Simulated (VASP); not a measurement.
# ZnSnN2 (P-4m2) in VASP: a series of runs, part 2 of 3

VASP 6.6.1. The steps go on from the part before.

## Step 4: Single point, r2SCAN (volume changed by -6%)

POSCAR reads:

```
ZnSnN2
1.0
    3.4095641050      0.0000000000      0.0000000000
    0.0000000000      3.4095641050      0.0000000000
    0.0000000000      0.0000000000      8.8483906058
Zn N Sn
2 4 2
Direct
    0.5000000000      0.0000000000      0.9044325194
    0.0000000000      0.5000000000      0.0955674806
    0.5000000000      0.5000000000      0.0000000000
    0.0000000000      0.0000000000      0.2432612901
    0.5000000000      0.5000000000      0.5000000000
    0.0000000000      0.0000000000      0.7567387099
    0.5000000000      0.0000000000      0.3552999183
    0.0000000000      0.5000000000      0.6447000817
```

INCAR.step1 reads:

```
SYSTEM = ZnSnN2
PREC = Accurate ; ENCUT = 520
ISMEAR = -1 ; SIGMA = 0.02
LREAL = .False. ; LASPH = .True.
NELM = 80 ; NBANDS = 46
GGA = PE ; ALGO = Normal
EDIFF = 1E-4 ; LWAVE = .True.
LCHARG = .False.
```

INCAR.step2 reads:

```
SYSTEM = ZnSnN2
PREC = Accurate ; ENCUT = 520
EDIFF = 1E-6 ; ISMEAR = -1
SIGMA = 0.02 ; LREAL = .False.
LASPH = .True. ; NELM = 80
ALGO = Normal ; ISIF = 2
LWAVE = .False. ; LCHARG = .False.
METAGGA = R2SCAN ; LMIXTAU = .True.
NBANDS = 46 ; ISTART = 1
```

KPOINTS reads:

```
Automatic mesh
0
Gamma
  6 6 2
  0 0 0
```

Potentials or basis: VASP PAW PBE potentials, release 64 (Zn, N, Sn_d).

Launch:

```sh
> cat potpaw_PBE.64/Zn/POTCAR potpaw_PBE.64/N/POTCAR potpaw_PBE.64/Sn_d/POTCAR > POTCAR
> cp INCAR.step1 INCAR
> mpirun -np 1 vasp_std > vasp.out
> cp INCAR.step2 INCAR
> mpirun -np 1 vasp_std > vasp.out
```

OUTCAR:

```text
SYSTEM = ZnSnN2
   PREC = Accurate
   ENCUT = 520
   EDIFF = 1E-6
   ISMEAR = -1
   LREAL = .False.
   LASPH = .True.
   NELM = 80
   ISIF = 2
   METAGGA = R2SCAN
   ISTART = 1

 ion  position               nearest neighbor table
   1  0.500  0.000  0.904-   3 1.90   3 1.90   6 2.15   6 2.15   2 2.94   2 2.94   2 2.94   2 2.94
                             8 3.33   8 3.33   8 3.33   8 3.33
   2  0.000  0.500  0.096-   3 1.90   3 1.90   4 2.15   4 2.15   1 2.94   1 2.94   1 2.94   1 2.94
                             7 3.33   7 3.33   7 3.33   7 3.33
   3  0.500  0.500  0.000-   1 1.90   2 1.90   1 1.90   2 1.90
   4  0.000  0.000  0.243-   7 1.97   7 1.97   2 2.15   2 2.15
   5  0.500  0.500  0.500-   7 2.13   8 2.13   7 2.13   8 2.13
   6  0.000  0.000  0.757-   8 1.97   8 1.97   1 2.15   1 2.15
   7  0.500  0.000  0.355-   4 1.97   4 1.97   5 2.13   5 2.13   2 3.33   2 3.33   2 3.33   2 3.33
                             8 3.52   8 3.52   8 3.52   8 3.52
   8  0.000  0.500  0.645-   6 1.97   6 1.97   5 2.13   5 2.13   1 3.33   1 3.33   1 3.33   1 3.33
                             7 3.52   7 3.52   7 3.52   7 3.52

  LATTYP: Found a simple tetragonal cell.
 ALAT       =     3.4095641050
 C/A-ratio  =     2.5951676910

  Lattice vectors:

 A1 = (   3.4095641050,   0.0000000000,   0.0000000000)
 A2 = (   0.0000000000,   3.4095641050,   0.0000000000)
 A3 = (   0.0000000000,   0.0000000000,   8.8483906058)

Analysis of symmetry for initial positions (statically):
=====================================================================
 Subroutine PRICEL returns:
 Original cell was already a primitive cell.

 Routine SETGRP: Setting up the symmetry group for a
 simple tetragonal supercell.

 Subroutine GETGRP returns: Found  8 space group operations
 (whereof  8 operations were pure point group operations)
 out of a pool of 16 trial point group operations.

The static configuration has the point symmetry D_2d.

Analysis of symmetry for dynamics (positions and initial velocities):
=====================================================================
 Subroutine PRICEL returns:
 Original cell was already a primitive cell.

 Routine SETGRP: Setting up the symmetry group for a
 simple tetragonal supercell.

 Subroutine GETGRP returns: Found  8 space group operations
 (whereof  8 operations were pure point group operations)
 out of a pool of 16 trial point group operations.

The dynamic configuration has the point symmetry D_2d.

 Subroutine INISYM returns: Found  8 space group operations
 (whereof  8 operations are pure point group operations),
 and found     1 'primitive' translations

----------------------------------------------------------------------------------------

                                     Primitive cell

  volume of cell :     102.8637

  direct lattice vectors                    reciprocal lattice vectors
     3.409564105  0.000000000  0.000000000     0.293292623  0.000000000  0.000000000
     0.000000000  3.409564105  0.000000000     0.000000000  0.293292623  0.000000000
     0.000000000  0.000000000  8.848390606     0.000000000  0.000000000  0.113014902

  length of vectors
     3.409564105  3.409564105  8.848390606     0.293292623  0.293292623  0.113014902

  position of ions in fractional coordinates (direct lattice)
     0.500000000  0.000000000  0.904432519
     0.000000000  0.500000000  0.095567481
     0.500000000  0.500000000  0.000000000
[... 63 lines left out ...]
  0.500000  0.333333  0.500000      4.000000
  0.500000  0.500000  0.500000      1.000000
   k-points           NKPTS =     20   k-points in BZ     NKDIM =     20   number of bands    NBANDS=     46
   number of dos      NEDOS =    301   number of ions     NIONS =      8
   total plane-waves  NPLWV =  54880
   dimension x,y,z NGX =    28 NGY =   28 NGZ =   70
   dimension x,y,z NGXF=    56 NGYF=   56 NGZF=  140
   ions per type =               2   4   2
   NGX,Y,Z   is equivalent  to a cutoff of  13.65, 13.65, 13.15 a.u.
   NGXF,Y,Z  is equivalent  to a cutoff of  27.30, 27.30, 26.30 a.u.
 SYSTEM =  ZnSnN2
   PREC   = accura    normal or accurate (medium, high low for compatibility)
   ISTART =      1    job   : 0-new  1-cont  2-samecut
   ICHARG =      0    charge: 1-file 2-atom 10-const
   ISPIN  =      1    spin polarized calculation?
   LNONCOLLINEAR =      F non collinear calculations
   LSORBIT =      F    spin-orbit coupling
   LASPH  =      T    aspherical Exc in radial PAW
   ENCUT  =  520.0 eV  38.22 Ry    6.18 a.u.   6.34  6.34 16.45*2*pi/ulx,y,z
   NELM   =     80;   NELMIN=  2; NELMDL=  0     # of ELM steps
   EDIFF  = 0.1E-05   stopping-criterion for ELM
   LREAL  =      F    real-space projection
   EDIFFG = 0.1E-04   stopping-criterion for IOM
   NSW    =      0    number of steps for IOM
   IBRION =     -1    ionic relax: 0-MD 1-quasi-New 2-CG
   NFREE  =      0    steps in history (QN), initial steepest desc. (CG)
   ISIF   =      2    stress and relaxation
   ISYM   =      2    0-nonsym 1-usesym 2-fastsym
   POTIM  = 0.5000    time-step for ionic-motion
   TEBEG  =    0.0;   TEEND  =   0.0 temperature during run
   PSTRESS=    0.0 pullay stress
   NELECT =      72.0000    total number of electrons
   NUPDOWN=      -1.0000    fix difference up-down
   EMIN   =  10.00;   EMAX   =-10.00  energy-range for DOS
   EFERMI =   0.00;   METHOD = LEGACY
   ISMEAR =    -1;   SIGMA  =   0.02  broadening in eV -4-tet -1-fermi 0-gaus
   EFERMI_NEDOS =   21; number of points for ismear=-14 and -15
   IALGO  =     38    algorithm
   IMIX   =      4    mixing-type and parameters
     AMIX     =   0.40;   BMIX     =  1.00
     AMIX_MAG =   1.60;   BMIX_MAG =  1.00
  volume/ion in A,a.u.               =      12.86        86.77
  Fermi-wavevector in a.u.,A,eV,Ry     =   1.453556  2.746822 28.746716  2.112824
  Thomas-Fermi vector in A             =   2.570808
   LORBIT       =      0    0 simple, 1 ext, 2 COOP (PROOUT), +10 PAW based schemes
   METAGGA = R2SCAN    functional components
   LHFCALC =     F    Hartree Fock is set to
   AEXX    =    0.0000 exact exchange contribution
   IVDW    =     0    specifies the selected vdW correction
   LEPSILON=     F    determine dielectric tensor
   LRPA    =     F    only Hartree local field effects (RPA)
 non-spin polarized calculation
  energy-cutoff  :      520.00
  volume of cell :      102.86
 maximum number of plane-waves:      2793
 NGX is ok and might be reduce to    28
   NGX = 13   NGY = 13   NGZ = 33

 number of electron      71.9999986 magnetization

 Free energy of the ion-electron system (eV)
  ---------------------------------------------------
  ext. energy  EPLUGINS =         0.00000000
  ---------------------------------------------------
  free energy    TOTEN  =      -102.84598601 eV

  energy without entropy =     -102.84387397  energy(sigma->0) =     -102.84492999

 E-fermi :   6.5743     XC(G=0): -12.1596

 val. band max:        6.5330127946   @ k =   0.5000   0.0000   0.0000
 cond. band min:       7.4240124858   @ k =   0.1667   0.0000   0.0000
 fundamental gap:      0.8909996913
 Fermi energy:         6.5742628004

 k-point     1 :       0.0000    0.0000    0.0000
  band No.  band energies     occupation
      1     -16.8691      2.00000
      2     -16.7423      2.00000
      3     -16.4832      2.00000
      4     -16.4832      2.00000
      5     -16.4091      2.00000
      6     -16.3868      2.00000
[... 969 lines left out ...]
     45      15.7648      0.00000
     46      15.7648      0.00000

------------------------ aborting loop because EDIFF is reached ----------------------------------------

  FORCE on cell =-STRESS in cart. coord.  units (eV):
  Direction    XX          YY          ZZ          XY          YZ          ZX
  --------------------------------------------------------------------------------------
  -------------------------------------------------------------------------------------
  Total        8.0009448      8.0009448      6.1223430      0.0000000      0.0000000     -0.0000000
  in kB      124.6206027    124.6206027     95.3599979      0.0000000      0.0000000     -0.0000000
  external PRESSURE =     114.8670678 kB  Pullay stress =       0.0000000 kB

 VOLUME and BASIS-vectors are now :
 -----------------------------------------------------------------------------
  energy-cutoff  :      520.00
  volume of cell :      102.86
      direct lattice vectors                 reciprocal lattice vectors
     3.409564105  0.000000000  0.000000000     0.293292623  0.000000000  0.000000000
     0.000000000  3.409564105  0.000000000     0.000000000  0.293292623  0.000000000
     0.000000000  0.000000000  8.848390606     0.000000000  0.000000000  0.113014902

 POSITION                                       TOTAL-FORCE (eV/Angst)
 -----------------------------------------------------------------------------------
      1.70478      0.00000      8.00277         0.000000     -0.000000     -0.223492
      0.00000      1.70478      0.84562        -0.000000     -0.000000      0.223492
      1.70478      1.70478      0.00000         0.000000     -0.000000      0.000000
      0.00000      0.00000      2.15247         0.000000     -0.000000     -0.355375
      1.70478      1.70478      4.42420         0.000000      0.000000      0.000000
      0.00000      0.00000      6.69592         0.000000     -0.000000      0.355375
      1.70478      0.00000      3.14383         0.000000     -0.000000      0.056886
      0.00000      1.70478      5.70456         0.000000      0.000000     -0.056886
 -----------------------------------------------------------------------------------
    total drift:                                0.000000     -0.000000      0.000000

  FREE ENERGIE OF THE ION-ELECTRON SYSTEM (eV)
  ---------------------------------------------------
  free  energy   TOTEN  =      -102.8459860132 eV

  energy  without entropy=     -102.8438739747  energy(sigma->0) =     -102.84492999
```

It took 5.8 min on 1 thread of Intel Xeon 6975P-C, shared host; peak memory 0.28 GiB.

Results:

* Free energy: -102.8460 eV
* Pressure: 11.5 GPa
* Largest force: 0.355 eV/Å
* Band gap on the k mesh: zero (band 36 reaches 6.53 eV, above the bottom of band 37 at 6.42 eV)

Forces in eV/Å, atoms in the order of the input:
```
Zn   0.000  0.000 -0.223
Zn   0.000  0.000  0.223
N    0.000  0.000  0.000
N    0.000  0.000 -0.355
N    0.000  0.000  0.000
N    0.000  0.000  0.355
Sn   0.000  0.000  0.057
Sn   0.000  0.000 -0.057
```

Caveat: the PAW data sets were made with another functional, which shifts forces and pressure a little; spin-orbit coupling is left out, which moves the levels of the heavy elements.

## Step 5: Single point, r2SCAN (volume changed by -3%)

Edit POSCAR of step 4 so:

```diff
@@ -2,5 +2,5 @@
 1.0
-    3.4095641050      0.0000000000      0.0000000000
-    0.0000000000      3.4095641050      0.0000000000
-    0.0000000000      0.0000000000      8.8483906058
+    3.4454568911      0.0000000000      0.0000000000
+    0.0000000000      3.4454568911      0.0000000000
+    0.0000000000      0.0000000000      8.9415384047
 Zn N Sn
```

INCAR.step1 reads:

```
PREC = Accurate ; ENCUT = 520
ISMEAR = -1 ; SIGMA = 0.02
LREAL = False ; LASPH = True
NELM = 80 ; NBANDS = 46
GGA = PE ; ALGO = Normal
EDIFF = 1E-4 ; LWAVE = True
LCHARG = False
```

INCAR.step2 reads:

```
PREC = Accurate ; ENCUT = 520
EDIFF = 1E-6 ; ISMEAR = -1
SIGMA = 0.02 ; LREAL = False
LASPH = True ; NELM = 80
ALGO = Normal ; ISIF = 2
LWAVE = False ; LCHARG = True
METAGGA = R2SCAN ; LMIXTAU = True
LELF = True ; LVHAR = True
NBANDS = 46 ; ISTART = 1
```

KPOINTS reads:

```
Automatic mesh
0
Gamma
  6 6 2
```

Launch:

```sh
> cat potpaw_PBE.64/Zn/POTCAR potpaw_PBE.64/N/POTCAR potpaw_PBE.64/Sn_d/POTCAR > POTCAR
> cp INCAR.step1 INCAR
> mpirun -np 1 vasp_std > vasp.out
> cp INCAR.step2 INCAR
> mpirun -np 1 vasp_std > vasp.out
```

Wall time 6.5 min (1 thread of Intel Xeon 6975P-C, shared host); peak memory 0.29 GiB.

The run converged. Its results:

| Property | Result |
| --- | --- |
| Free energy | -103.0223 eV |
| Pressure | 5.6 GPa |
| Largest force | 0.176 eV/Å |
| Band gap on the k mesh | zero (band 36 reaches 6.13 eV, above the bottom of band 37 at 6.01 eV) |

Forces in eV/Å, atoms in the order of the input:
```
Zn   0.000  0.000 -0.117
Zn   0.000  0.000  0.117
N    0.000  0.000  0.000
N    0.000  0.000 -0.176
N    0.000  0.000  0.000
N    0.000  0.000  0.176
Sn   0.000  0.000  0.024
Sn   0.000  0.000 -0.024
```

Stress tensor (GPa, compression positive):
```
6.08 0.00 0.00
0.00 6.08 0.00
0.00 0.00 4.64
```

Levels at points of the mesh, in eV from the Fermi level:
```csv
k point,band 33,band 34,band 35,band 36,band 37,band 38,band 39,band 40
"(0.00, 0.00, 0.00)",-2.03,-0.44,-0.18,-0.16,-0.16,1.39,2.55,4.14
"(0.50, 0.00, 0.00)",-1.48,-1.28,-0.36,-0.04,1.71,2.04,4.50,5.10
"(0.50, 0.50, 0.00)",-3.07,-1.88,-1.81,-1.81,1.72,2.10,4.36,4.36
"(0.00, 0.00, 0.50)",-1.85,-1.70,-0.22,-0.22,1.22,1.35,1.95,3.84
"(0.50, 0.00, 0.50)",-1.83,-1.48,-0.62,-0.04,1.91,2.31,4.43,5.26
"(0.50, 0.50, 0.50)",-3.56,-2.06,-1.87,-1.87,2.38,2.63,4.01,4.42
```

Caveat: the PAW data sets were made with another functional, which shifts forces and pressure a little; spin-orbit coupling is left out, which moves the levels of the heavy elements.

[end of part 2 of 3]
